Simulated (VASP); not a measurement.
# Al (Ima2) in VASP: single point with PBEsol

Aim: the single point of Al with PBEsol.

Everything below comes from runs of VASP 6.6.1. Logs are shortened: lines on timing, memory, paths and dates and some standing lists are left out, and cuts for length are marked.

**1. The cell of the first run**

It takes space group Ima2 (No. 46, orthorhombic). The conventional cell has a = 9.275 Å, b = 2.850 Å, c = 4.936 Å, α = 90.00°, β = 90.00°, γ = 90.00°. Al (site symmetry 2) has 12 Al at 2.81 to 2.88 Å within 3.7 Å. Within 3.7 Å of Al (site symmetry m) lie 12 Al at 2.78 to 2.93 Å.

**2. Single point, PBEsol (atoms displaced along a vibrational mode)**

The input, INCAR:

```
PREC = Accurate ; ENCUT = 520
EDIFF = 1E-7 ; ISMEAR = 0
SIGMA = 0.15 ; LREAL = False
LASPH = True ; NELM = 60
ALGO = Fast ; ISIF = 2
LWAVE = False ; LCHARG = False
GGA = PS ; NBANDS = 14
```

The input, KPOINTS:

```
Automatic mesh
0
Gamma
  22 22 22
```

The input, POSCAR:

```
Al
1.0
   -2.8500701807      0.0000000000      0.0000000000
    0.0000000000      4.9364663581      0.0000000000
    1.4250350903     -2.4682331791     -4.6373162797
Al
4
Direct
    0.1250000000      0.7916666667      0.2500000000
    0.6250000000      0.2916666667      0.2500000000
    0.8486848585      0.2083333333      0.7500000000
    0.4013151415      0.7083333333      0.7500000000
```

Potentials or basis: VASP PAW PBE potentials, release 64 (Al).

Command:

```sh
cat potpaw_PBE.64/Al/POTCAR > POTCAR
mpirun -np 1 vasp_std > vasp.out
```

OUTCAR:

```text
PREC = Accurate
   ENCUT = 520
   EDIFF = 1E-7
   ISMEAR = 0
   LREAL = False
   LASPH = True
   NELM = 60
   ISIF = 2
   GGA = PS

 ion  position               nearest neighbor table
   1  0.125  0.792  0.250-   3 2.81   4 2.81   3 2.84   4 2.84   2 2.85   2 2.85   2 2.85   2 2.85
                             3 2.88   4 2.88
   2  0.625  0.292  0.250-   4 2.81   3 2.81   4 2.84   3 2.84   1 2.85   1 2.85   1 2.85   1 2.85
                             4 2.88   3 2.88
   3  0.849  0.208  0.750-   4 2.78   4 2.78   2 2.81   1 2.81   1 2.84   2 2.84   1 2.88   2 2.88
                             4 2.93   4 2.93
   4  0.401  0.708  0.750-   3 2.78   3 2.78   2 2.81   1 2.81   2 2.84   1 2.84   1 2.88   2 2.88
                             3 2.93   3 2.93

  LATTYP: Found a body centered orthorhombic cell.
 ALAT       =     2.8500701807
 B/A-ratio  =     1.7320508076
 C/A-ratio  =     3.2541769049

  Lattice vectors:

 A1 = (  -1.4250350903,   2.4682331791,   4.6373162797)
 A2 = (   1.4250350904,  -2.4682331790,   4.6373162797)
 A3 = (   1.4250350903,   2.4682331790,  -4.6373162797)

Analysis of symmetry for initial positions (statically):
=====================================================================
 Subroutine PRICEL returns:
 Original cell was already a primitive cell.

 Routine SETGRP: Setting up the symmetry group for a
 body centered orthorhombic supercell.

 Subroutine GETGRP returns: Found  4 space group operations
 (whereof  1 operations were pure point group operations)
 out of a pool of  8 trial point group operations.

The static configuration has the point symmetry C_1 .
 The point group associated with its full space group is C_2v.

Analysis of symmetry for dynamics (positions and initial velocities):
=====================================================================
 Subroutine PRICEL returns:
 Original cell was already a primitive cell.

 Routine SETGRP: Setting up the symmetry group for a
 body centered orthorhombic supercell.

 Subroutine GETGRP returns: Found  4 space group operations
 (whereof  1 operations were pure point group operations)
 out of a pool of  8 trial point group operations.

The dynamic configuration has the point symmetry C_1 .
 The point group associated with its full space group is C_2v.

 Subroutine INISYM returns: Found  4 space group operations
 (whereof  1 operations are pure point group operations),
 and found     1 'primitive' translations

[... 107 lines left out ...]
   TEBEG  =    0.0;   TEEND  =   0.0 temperature during run
   PSTRESS=    0.0 pullay stress
   NELECT =      12.0000    total number of electrons
   NUPDOWN=      -1.0000    fix difference up-down
   EMIN   =  10.00;   EMAX   =-10.00  energy-range for DOS
   EFERMI =   0.00;   METHOD = LEGACY
   ISMEAR =     0;   SIGMA  =   0.15  broadening in eV -4-tet -1-fermi 0-gaus
   EFERMI_NEDOS =   21; number of points for ismear=-14 and -15
   IALGO  =     68    algorithm
   IMIX   =      4    mixing-type and parameters
     AMIX     =   0.40;   BMIX     =  1.00
     AMIX_MAG =   1.60;   BMIX_MAG =  1.00
  volume/ion in A,a.u.               =      16.31       110.07
  Fermi-wavevector in a.u.,A,eV,Ry     =   0.931013  1.759360 11.793330  0.866785
  Thomas-Fermi vector in A             =   2.057462
   LORBIT       =      0    0 simple, 1 ext, 2 COOP (PROOUT), +10 PAW based schemes
   GGA     = PS    functional components
   LHFCALC =     F    Hartree Fock is set to
   AEXX    =    0.0000 exact exchange contribution
   IVDW    =     0    specifies the selected vdW correction
   LEPSILON=     F    determine dielectric tensor
   LRPA    =     F    only Hartree local field effects (RPA)
 non-spin polarized calculation
 RMM-DIIS sequential band-by-band and
 Gauss-broadening in eV      SIGMA  =   0.15
  energy-cutoff  :      520.00
  volume of cell :       65.24
 maximum number of plane-waves:      1779
 NGX is ok and might be reduce to    24
   NGX = 11   NGY = 19   NGZ = 21

 number of electron      12.0000000 magnetization

 Free energy of the ion-electron system (eV)
  ---------------------------------------------------
  ext. energy  EPLUGINS =         0.00000000
  ---------------------------------------------------
  free energy    TOTEN  =       -16.22899246 eV

  energy without entropy =      -16.21098741  energy(sigma->0) =      -16.21998994

 E-fermi :   8.0640     XC(G=0): -10.2995

 val. band max:        8.0633152868   @ k =  -0.4091   0.0455   0.1818
 cond. band min:       8.0640423099   @ k =   0.2273   0.0909   0.2273
 fundamental gap:      0.0007270231
 Fermi energy:         8.0640325008

 k-point     1 :       0.0000    0.0000    0.0000
  band No.  band energies     occupation
      1      -3.1428      2.00000
      2       3.4503      2.00000
      3       3.7188      2.00000
      4       4.1034      2.00000
      5       4.1058      2.00000
      6       4.8282      2.00000
      7       4.8309      2.00000
      8      15.1365      0.00000
      9      15.1381      0.00000
     10      15.6662      0.00000
     11      15.6735      0.00000
     12      16.9848      0.00000
     13      16.9973      0.00000
     14      18.5173      0.00000
[... 377 lines left out ...]
      1       1.6659      2.00000
      2       1.8625      2.00000
      3       4.7679      2.00000
      4       5.1907      2.00000
      5       6.9796      2.00000
      6       7.1753      2.00000
      7       7.9529      1.70519
      8       8.1635      0.34849
      9      10.0291      0.00000
     10      10.2951      0.00000
     11      10.9379      0.00000
     12      11.1664      0.00000
     13      12.1614      0.00000
     14      12.4760      0.00000

 [... further k-points ...]
[... 5 lines left out ...]
  --------------------------------------------------------------------------------------
  -------------------------------------------------------------------------------------
  Total       -0.0799496      0.0226187      0.3433956      0.0000000      0.0000000      0.0000000
  in kB       -1.9633068      0.5554433      8.4327034      0.0000000      0.0000000      0.0000000
  external PRESSURE =       2.3416133 kB  Pullay stress =       0.0000000 kB

 VOLUME and BASIS-vectors are now :
 -----------------------------------------------------------------------------
  energy-cutoff  :      520.00
  volume of cell :       65.24
      direct lattice vectors                 reciprocal lattice vectors
    -2.850070181  0.000000000  0.000000000    -0.350868553  0.000000000 -0.107820983
     0.000000000  4.936466358  0.000000000     0.000000000  0.202574053 -0.107820983
     1.425035090 -2.468233179 -4.637316280     0.000000000  0.000000000 -0.215641966

 POSITION                                       TOTAL-FORCE (eV/Angst)
 -----------------------------------------------------------------------------------
     -0.00000      3.29098     -1.15933        -0.000000     -0.008728      0.000000
     -1.42504      0.82274     -1.15933        -0.000000     -0.008728      0.000000
     -1.35004     -0.82274     -3.47799        -0.214072      0.008728      0.000000
     -0.07500      1.64549     -3.47799         0.214072      0.008728      0.000000
 -----------------------------------------------------------------------------------
    total drift:                                0.000000     -0.000000     -0.000000

  FREE ENERGIE OF THE ION-ELECTRON SYSTEM (eV)
  ---------------------------------------------------
  free  energy   TOTEN  =       -16.2289924649 eV

  energy  without entropy=      -16.2109874064  energy(sigma->0) =      -16.21998994
```

Wall time 7.4 min (1 thread of Intel Xeon 6975P-C (Granite Rapids), shared host); peak memory 1 GiB.

What came out:

| Quantity | Value |
| --- | --- |
| Free energy | -16.2290 eV |
| Pressure | 0.2 GPa |
| Largest force | 0.214 eV/Å |
| Band gap on the k mesh | zero (bands 6 and 7 overlap by 6.03 eV) |

Forces on the atoms (eV/Å):
```
Al   0.000 -0.009  0.000
Al   0.000 -0.009  0.000
Al  -0.214  0.009  0.000
Al   0.214  0.009  0.000
```

Stress tensor (GPa, compression positive):
```
-0.20  0.00  0.00
 0.00  0.06  0.00
 0.00  0.00  0.84
```

Levels at points of the mesh, in eV from the Fermi level:
```csv
k point,band 3,band 4,band 5,band 6,band 7,band 8,band 9,band 10
"(0.00, 0.00, 0.00)",-4.35,-3.96,-3.96,-3.24,-3.23,7.07,7.07,7.60
"(0.50, 0.00, 0.00)",-3.14,-3.05,-0.67,-0.51,-0.50,-0.35,2.39,2.40
"(0.00, 0.50, 0.00)",-5.92,-5.92,0.49,0.49,2.46,2.46,5.46,5.46
"(0.50, 0.50, 0.00)",-3.96,-3.95,-3.24,-3.23,0.62,1.19,1.49,1.81
"(0.00, 0.00, 0.50)",-5.36,-5.18,0.61,1.19,1.49,1.82,3.53,3.53
```

Caveat: the cell differs from its parent crystal (atoms displaced along a vibrational mode); the PAW data sets were made with another functional, which shifts forces and pressure a little.
